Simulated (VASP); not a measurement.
# Te2Mo (P6_3/mmc) in VASP: notebook, part 2 of 2

VASP 6.6.1. The steps go on from the part before.

## Step 4: Relaxation of cell and atoms, PBE

INCAR reads:

```
  PREC = Accurate
  ENCUT = 600
  EDIFF = 1E-7
  ISMEAR = 0
  SIGMA = 0.1
  LREAL = False
  LASPH = True
  NELM = 80
  ALGO = Normal
  ISIF = 3
  LWAVE = False
  LCHARG = False
  GGA = PE
  IBRION = 2
  NSW = 90
  EDIFFG = -0.04
```

KPOINTS reads:

```
regular mesh
0
Gamma
  6 6 2
```

POSCAR reads:

```
Te2Mo
1.0
    3.4765105100      0.0000000000      0.0000000000
   -1.7382552600      3.0107464200      0.0000000000
    0.0000000000      0.0000000000     13.7052712500
Te Mo
4 2
Direct
    0.3333333300      0.6666666700      0.6209999900
    0.6666666700      0.3333333300      0.1209999900
    0.3333333300      0.6666666700      0.8790000100
    0.6666666700      0.3333333300      0.3790000100
    0.3333333300      0.6666666700      0.2500000000
    0.6666666700      0.3333333300      0.7500000000
```

The run is started by

```bash
$ cat potpaw_PBE.64/Te/POTCAR potpaw_PBE.64/Mo_sv/POTCAR > POTCAR
$ mpirun -np 1 vasp_std > vasp.out
```

Run time: 9.5 min. Hardware: 1 thread of AMD EPYC 9R45 (Zen 5), shared host; peak memory 0.3 GiB.

It converged, with:

- Free energy: -36.0653 eV
- Relaxed volume: 27.12 Å³/atom
- Relaxed cell: a = 3.551 Å, b = 3.551 Å, c = 14.899 Å, α = 90.00°, β = 90.00°, γ = 120.00°
- Space group after relaxing (to 0.1 Å): P6_3/mmc (No. 194)
- Energy gained by relaxing: 50.5 meV/atom
- Ionic steps: 15
- Pressure after relaxing: 0.2 GPa
- Band gap on the k mesh: 1.00 eV (least direct gap 1.03 eV)

Forces on the atoms (eV/Å):
```
Te   0.000  0.000 -0.003
Te   0.000  0.000 -0.003
Te   0.000  0.000  0.003
Te   0.000  0.000  0.003
Mo   0.000  0.000  0.000
Mo   0.000  0.000  0.000
```

Step by step:
```csv
step,energy change (eV),largest force (eV/Å),pressure (GPa),volume (Å³)
1,0.0000,0.9167,8.12,143.45
2,0.4525,1.7801,-9.00,170.10
3,-0.2432,0.2995,0.05,152.58
4,-0.2436,0.2625,0.29,152.25
5,-0.2435,0.2422,0.42,152.07
6,-0.2551,0.1720,0.27,153.30
7,-0.2610,0.0707,0.07,155.03
8,-0.2712,0.0982,-0.18,156.30
9,-0.2882,0.1804,-0.78,160.10
10,-0.2906,0.2168,-1.00,161.69
11,-0.2955,0.1607,-0.68,161.69
12,-0.3009,0.0455,-0.01,161.69
13,-0.3014,0.0026,0.26,161.69
14,-0.3018,0.0026,0.25,161.94
15,-0.3028,0.0026,0.21,162.71
```

Final structure:
```
Te Mo
1.0
     3.55110    0.00000    0.00000
    -1.77555    3.07534    0.00000
     0.00000    0.00000   14.89881
Te Mo
4 2
Direct
  0.33333 0.66667 0.62848
  0.66667 0.33333 0.12848
  0.33333 0.66667 0.87152
  0.66667 0.33333 0.37152
  0.33333 0.66667 0.25000
  0.66667 0.33333 0.75000
```

Levels at points of the mesh, in eV from the valence-band top:
```csv
k point,band 23,band 24,band 25,band 26,band 27,band 28,band 29,band 30
"(0.00, 0.00, 0.00)",-0.92,-0.83,-0.75,-0.08,2.96,2.96,3.02,3.02
"(0.50, 0.00, 0.00)",-0.81,-0.80,-0.43,-0.31,1.33,1.36,1.57,1.77
"(0.00, 0.00, 0.50)",-0.92,-0.92,-0.22,-0.22,2.98,2.98,2.98,2.98
"(0.50, 0.00, 0.50)",-0.80,-0.80,-0.37,-0.37,1.35,1.35,1.68,1.68
```

Caveat: spin-orbit coupling is left out, which moves the levels of the heavy elements; this functional lacks dispersion, which binds the layers, so the pressure and a relaxed spacing across them are unreliable.

## Step 5: Single point, PBE

This run uses another cell than the first one, of 28.02 Å³/atom.

INCAR reads:

```
ALGO = Normal
EDIFF = 1E-6
ENCUT = 520
GGA = PE
ISIF = 2
ISMEAR = 0
LASPH = True
LCHARG = False
LREAL = False
LWAVE = False
NBANDS = 35
NELM = 80
PREC = Accurate
SIGMA = 0.02
```

KPOINTS reads:

```
k-points
0
Gamma
  12 12 2
```

POSCAR reads:

```
Te2Mo
1.0
    3.5568821476      0.0000000000      0.0000000000
   -1.7784410738      3.0803502981      0.0000000000
    0.0000000000      0.0000000000     15.3429872710
Te Mo
4 2
Direct
    0.3333333333      0.6666666667      0.6321346800
    0.6666666667      0.3333333333      0.1321346800
    0.3333333333      0.6666666667      0.8678653200
    0.6666666667      0.3333333333      0.3678653200
    0.3333333333      0.6666666667      0.2500000000
    0.6666666667      0.3333333333      0.7500000000
```

The run is started by

```bash
$ cat potpaw_PBE.64/Te/POTCAR potpaw_PBE.64/Mo_sv/POTCAR > POTCAR
$ mpirun -np 1 vasp_std > vasp.out
```

It took 2.4 min on 1 thread of AMD EPYC 9R45 (Zen 5), shared host; peak memory 0.38 GiB.

The run converged. Its results:

```
Free energy            : -36.0754 eV
Pressure               : 0.0 GPa
Largest force          : 0.007 eV/Å
Band gap on the k mesh : 1.02 eV (least direct gap 1.03 eV)
```

Forces on the atoms (eV/Å):
```
Te   0.000  0.000 -0.007
Te   0.000  0.000 -0.007
Te   0.000  0.000  0.007
Te   0.000  0.000  0.007
Mo   0.000  0.000  0.000
Mo   0.000  0.000  0.000
```

Levels at points of the mesh, in eV from the valence-band top:
| k point | band 24 | band 25 | band 26 | band 27 | band 28 | band 29 |
| --- | --- | --- | --- | --- | --- | --- |
| (0.00, 0.00, 0.00) | -0.91 | -0.76 | -0.13 | 2.98 | 2.98 | 3.01 |
| (0.50, 0.00, 0.00) | -0.78 | -0.40 | -0.32 | 1.34 | 1.36 | 1.60 |
| (0.00, 0.00, 0.50) | -0.91 | -0.28 | -0.28 | 2.99 | 2.99 | 2.99 |
| (0.50, 0.00, 0.50) | -0.78 | -0.36 | -0.36 | 1.35 | 1.35 | 1.68 |

Caveat: spin-orbit coupling is left out, which moves the levels of the heavy elements; this functional lacks dispersion, which binds the layers, so the pressure and a relaxed spacing across them are unreliable. A k mesh can miss the band edges.

## Step 6: Single point, PBE

This run uses another cell than the first one, of 28.02 Å³/atom.

INCAR reads:

```
SYSTEM = Te2Mo
ALGO     = Normal         ! electronic algorithm
EDIFF    = 1E-6           ! SCF threshold, eV
ENCUT    = 520            ! plane-wave cutoff, eV
GGA      = PE             ! functional
ISIF     = 2              ! what is computed and relaxed
ISMEAR   = 0              ! smearing method
LASPH    = .True.         ! aspherical terms in the spheres
LCHARG   = .False.        ! write CHGCAR
LREAL    = .False.        ! projectors in reciprocal space
LWAVE    = .False.        ! write WAVECAR
NBANDS   = 35             ! bands
NELM     = 100            ! most SCF steps
PREC     = Accurate       ! precision mode
SIGMA    = 0.02           ! smearing width, eV
```

KPOINTS reads:

```
k-points
0
Gamma
  12 12 2
  0 0 0
```

POSCAR is that of step 5.

Potentials or basis: VASP PAW PBE potentials, release 64 (Te, Mo_sv).

The run is started by

```bash
$ cat potpaw_PBE.64/Te/POTCAR potpaw_PBE.64/Mo_sv/POTCAR > POTCAR
$ mpirun -np 1 vasp_std > vasp.out
```

OUTCAR:

```text
SYSTEM = Te2Mo
   EDIFF = 1E-6
   ENCUT = 520
   GGA = PE
   ISIF = 2
   ISMEAR = 0
   LASPH = .True.
   LREAL = .False.
   NELM = 100
   PREC = Accurate

 ion  position               nearest neighbor table
   1  0.333  0.667  0.632-   6 2.74   6 2.74   6 2.74   3 3.62
   2  0.667  0.333  0.132-   5 2.74   5 2.74   5 2.74   4 3.62
   3  0.333  0.667  0.868-   6 2.74   6 2.74   6 2.74   1 3.62
   4  0.667  0.333  0.368-   5 2.74   5 2.74   5 2.74   2 3.62
   5  0.333  0.667  0.250-   2 2.74   4 2.74   2 2.74   4 2.74   2 2.74   4 2.74
   6  0.667  0.333  0.750-   1 2.74   3 2.74   1 2.74   3 2.74   1 2.74   3 2.74

  LATTYP: Found a hexagonal cell.
 ALAT       =     3.5568821476
 C/A-ratio  =     4.3136057464

  Lattice vectors:

 A1 = (   3.5568821476,   0.0000000000,   0.0000000000)
 A2 = (  -1.7784410738,   3.0803502981,   0.0000000000)
 A3 = (   0.0000000000,   0.0000000000,  15.3429872710)

Analysis of symmetry for initial positions (statically):
=====================================================================
 Subroutine PRICEL returns:
[... 185 lines left out ...]
 cond. band min:       7.6425289562   @ k =   0.2500   0.1667   0.0000
 fundamental gap:      1.0205124066
 Fermi energy:         6.8784560581

 k-point     1 :       0.0000    0.0000    0.0000
  band No.  band energies     occupation
      1     -54.1097      2.00000
      2     -54.1097      2.00000
      3     -28.2543      2.00000
      4     -28.2543      2.00000
      5     -28.1522      2.00000
      6     -28.1522      2.00000
[... 901 lines left out ...]
     34      10.1504      0.00000
     35      12.0552      0.00000

 [... further k-points ...]

------------------------ aborting loop because EDIFF is reached ----------------------------------------

  FORCE on cell =-STRESS in cart. coord.  units (eV):
  Direction    XX          YY          ZZ          XY          YZ          ZX
  --------------------------------------------------------------------------------------
  -------------------------------------------------------------------------------------
  Total       -0.0390789     -0.0390789      0.0335776      0.0000000     -0.0000000     -0.0000000
  in kB       -0.3724542     -0.3724542      0.3200229      0.0000000     -0.0000000     -0.0000000
  external PRESSURE =      -0.1416285 kB  Pullay stress =       0.0000000 kB

 VOLUME and BASIS-vectors are now :
 -----------------------------------------------------------------------------
  energy-cutoff  :      520.00
  volume of cell :      168.10
      direct lattice vectors                 reciprocal lattice vectors
     3.556882148  0.000000000  0.000000000     0.281145104  0.162319201  0.000000000
    -1.778441074  3.080350298  0.000000000     0.000000000  0.324638403  0.000000000
     0.000000000  0.000000000 15.342987271     0.000000000  0.000000000  0.065176356

 POSITION                                       TOTAL-FORCE (eV/Angst)
 -----------------------------------------------------------------------------------
     -0.00000      2.05357      9.69883         0.000000     -0.000000     -0.007391
      1.77844      1.02678      2.02734         0.000000      0.000000     -0.007391
     -0.00000      2.05357     13.31565        -0.000000     -0.000000      0.007391
      1.77844      1.02678      5.64415        -0.000000      0.000000      0.007391
     -0.00000      2.05357      3.83575         0.000000      0.000000      0.000000
      1.77844      1.02678     11.50724        -0.000000      0.000000      0.000000
 -----------------------------------------------------------------------------------
    total drift:                               -0.000000      0.000000     -0.000000

  FREE ENERGIE OF THE ION-ELECTRON SYSTEM (eV)
  ---------------------------------------------------
  free  energy   TOTEN  =       -36.0754456543 eV

  energy  without entropy=      -36.0754456543  energy(sigma->0) =      -36.07544565
```

OSZICAR:

```text
N       E                     dE             d eps       ncg     rms          rms(c)
DAV:   1     0.384851706669E+03    0.38485E+03   -0.26829E+04  3076   0.131E+03
DAV:   2    -0.159656671306E+02   -0.40082E+03   -0.38827E+03  3308   0.307E+02
DAV:   3    -0.368816536580E+02   -0.20916E+02   -0.20507E+02  3292   0.615E+01
DAV:   4    -0.373980629918E+02   -0.51641E+00   -0.51393E+00  3185   0.953E+00
DAV:   5    -0.374137905361E+02   -0.15728E-01   -0.15725E-01  3455   0.166E+00    0.205E+01
DAV:   6    -0.366669889994E+02    0.74680E+00   -0.64911E+00  2898   0.138E+01    0.866E+00
DAV:   7    -0.365283464165E+02    0.13864E+00   -0.53842E+00  2814   0.113E+01    0.617E+00
DAV:   8    -0.360810736753E+02    0.44727E+00   -0.96252E-01  2813   0.537E+00    0.242E+00
DAV:   9    -0.360827297669E+02   -0.16561E-02   -0.23685E-01  3093   0.220E+00    0.104E+00
DAV:  10    -0.360750159260E+02    0.77138E-02   -0.35584E-02  2875   0.110E+00    0.360E-01
DAV:  11    -0.360754273687E+02   -0.41144E-03   -0.20543E-03  3030   0.205E-01    0.212E-01
DAV:  12    -0.360754921200E+02   -0.64751E-04   -0.11260E-04  2994   0.470E-02    0.201E-01
DAV:  13    -0.360754402533E+02    0.51867E-04   -0.39595E-04  2821   0.103E-01    0.302E-02
DAV:  14    -0.360754425904E+02   -0.23372E-05   -0.27631E-05  3222   0.230E-02    0.262E-02
DAV:  15    -0.360754450255E+02   -0.24351E-05   -0.35100E-06  2456   0.826E-03    0.124E-02
DAV:  16    -0.360754456543E+02   -0.62885E-06   -0.14661E-06  2518   0.517E-03
   1 F= -.36075446E+02 E0= -.36075446E+02  d E =-.312431E-75
```

stdout:

```text
POSCAR found type information on POSCAR TeMo
 POSCAR found :  2 types and       6 ions
 scaLAPACK will be used
 LDA part: xc-table for (Slater+PW92), standard interpolation
 POSCAR, INCAR and KPOINTS ok, starting setup
 FFT: planning ... GRIDC
 FFT: planning ... GRID_SOFT
 FFT: planning ... GRID
 WAVECAR not read
 entering main loop
```

Run time: 3.2 min. Hardware: 1 thread of AMD EPYC 9R45 (Zen 5), shared host; peak memory 0.37 GiB.

Results:

- Free energy: -36.0754 eV
- Pressure: 0.0 GPa
- Largest force: 0.007 eV/Å
- Band gap on the k mesh: 1.02 eV (least direct gap 1.03 eV)

Forces on the atoms (eV/Å):
```
Te   0.000  0.000 -0.007
Te   0.000  0.000 -0.007
Te   0.000  0.000  0.007
Te   0.000  0.000  0.007
Mo   0.000  0.000  0.000
Mo   0.000  0.000  0.000
```

Caveat: spin-orbit coupling is left out, which moves the levels of the heavy elements; this functional lacks dispersion, which binds the layers, so the pressure and a relaxed spacing across them are unreliable. A k mesh can miss the band edges.

## Step 7: Summary

| task | cell | k mesh | cutoff (eV) | smearing | gap on the mesh (eV) | pressure (GPa) | largest force (eV/Å) |
| --- | --- | --- | --- | --- | --- | --- | --- |
| single point | a = 3.477, b = 3.477, c = 13.705 Å, angles 90.0, 90.0, 120.0°, 6 atoms, atomic positions A | 6 × 6 × 2 | 520 | gaussian 0.1 eV | 0.79 | 8.1 | 0.92 |
| single point | a = 3.556, b = 3.556, c = 15.055 Å, angles 90.0, 90.0, 120.0°, 6 atoms, atomic positions B | 6 × 6 × 2 | 520 | gaussian 0.1 eV | 1.02 | 0.1 | 0.01 |
| relaxation of cell and atoms | relaxed from a = 3.477, b = 3.477, c = 13.705 Å, angles 90.0, 90.0, 120.0°, 6 atoms, atomic positions A | 6 × 6 × 2 | 600 | gaussian 0.1 eV | 1.00 | 0.2 | - |
| single point | a = 3.557, b = 3.557, c = 15.343 Å, angles 90.0, 90.0, 120.0°, 6 atoms, atomic positions C | 12 × 12 × 2 | 520 | gaussian 0.02 eV | 1.02 | 0.0 | 0.01 |

Alike in all rows: level PBE; potentials or basis VASP PAW PBE potentials, release 64 (Te, Mo_sv); no spin polarisation.

Caveats: spin-orbit coupling is left out, which moves the levels of the heavy elements; this functional lacks dispersion, which binds the layers, so the pressure and a relaxed spacing across them are unreliable; the cell stands under pressure (at least some runs).

Absolute energies hang on the potentials; compare differences alone.
